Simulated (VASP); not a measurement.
Set up this calculation in VASP 6.6.1, as the native input.

```
Task                   : single point
Functional             : PBE
Potentials or basis    : VASP PAW PBE potentials, release 64 (Ge_d, Sb, Te)
Cutoff                 : 520 eV
k mesh                 : 4 × 4 × 4
Occupations            : gaussian, width 0.1 eV
Spin                   : no spin polarisation
Dipole correction      : no
Further INCAR settings : ALGO = Normal; EDIFF = 1e-06; NBANDS = 26
```

The structure of GeSbTe3 lies in POSCAR:

```
GeSbTe3
1.0
    4.8635511700      0.0000000000      0.0000000000
    0.0000000000      4.8635511700      0.0000000000
    0.0000000000      0.0000000000      6.1541174900
Ge Sb Te
1 1 3
Direct
    0.5000000000      0.5000000000      0.6620000000
    0.0000000000      0.0000000000      0.0000000000
    0.5000000000      0.5000000000      0.1059000000
    0.0000000000      0.5000000000      0.5000000000
    0.5000000000      0.0000000000      0.5000000000
```

The cell was generated, and may not be a known phase.

The input as run:

INCAR

```
SYSTEM = GeSbTe3
PREC = Accurate
ENCUT = 520
EDIFF = 1E-6
ISMEAR = 0
SIGMA = 0.1
LREAL = .False.
LASPH = .True.
NELM = 60
ALGO = Normal
ISIF = 2
LWAVE = .False.
LCHARG = .False.
GGA = PE
NBANDS = 26
```

KPOINTS

```
regular mesh
0
Gamma
  4 4 4
  0 0 0
```

Potentials or basis: VASP PAW PBE potentials, release 64 (Ge_d, Sb, Te).

Launch:

```sh
$ cat potpaw_PBE.64/Ge_d/POTCAR potpaw_PBE.64/Sb/POTCAR potpaw_PBE.64/Te/POTCAR > POTCAR
$ mpirun -np 1 vasp_std > vasp.out
```

Results of the run:

```yaml
Pressure: 3.0 GPa
Largest_force: 1.694 eV/Å
Band_gap_on_the_k_mesh: zero (an odd number of electrons rules out a gap without spin polarisation)
```

Caveat: the cell stands under pressure; spin-orbit coupling is left out, which moves the levels of the heavy elements; forces of over 1 eV/Å act on the atoms, so gaps and moduli don't describe the material at rest.

Wall time 35 s on 1 thread of Intel(R) Xeon(R) Platinum 8488C (Sapphire Rapids) (shared host), peak memory 0.27 GiB.
